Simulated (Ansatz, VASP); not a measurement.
One calculation of ZnS, two programs

```
Zn S
1.0
     3.84702    0.00000    0.00000
    -1.92351    3.33162    0.00000
     0.00000    0.00000   18.87315
Zn S
6 6
Direct
  0.00000 0.00000 0.00003
  0.00000 0.00000 0.50003
  0.33333 0.66667 0.16679
  0.66667 0.33333 0.66679
  0.66667 0.33333 0.33327
  0.33333 0.66667 0.83327
  0.00000 0.00000 0.12511
  0.00000 0.00000 0.62511
  0.33333 0.66667 0.29164
  0.66667 0.33333 0.79164
  0.66667 0.33333 0.45815
  0.33333 0.66667 0.95815
```

Alike in both runs: task single point; functional PBE; k mesh 6 × 6 × 2; occupations gaussian, width 0.05 eV; no spin polarisation.

|  | VASP | Ansatz |
| --- | --- | --- |
| version | VASP 6.6.1 | Ansatz 0.2.0 |
| potentials or method | VASP PAW PBE potentials, release 64 (Zn, S), cutoff 520 eV | scalar-relativistic, plane waves, PAW |
| valence electrons in the cell | 108 | 108 |

VASP gave:

| Quantity | Value |
| --- | --- |
| gap on the k mesh at the Fermi level (eV) | 2.04 |
| least direct gap on the mesh (eV) | 2.04 |
| pressure (GPa) | 0.2 |

Q: What did Ansatz give for the same quantities?

A: gap on the k mesh at the Fermi level (eV): 2.04; least direct gap on the mesh (eV): 2.04; pressure (GPa): 0.0.
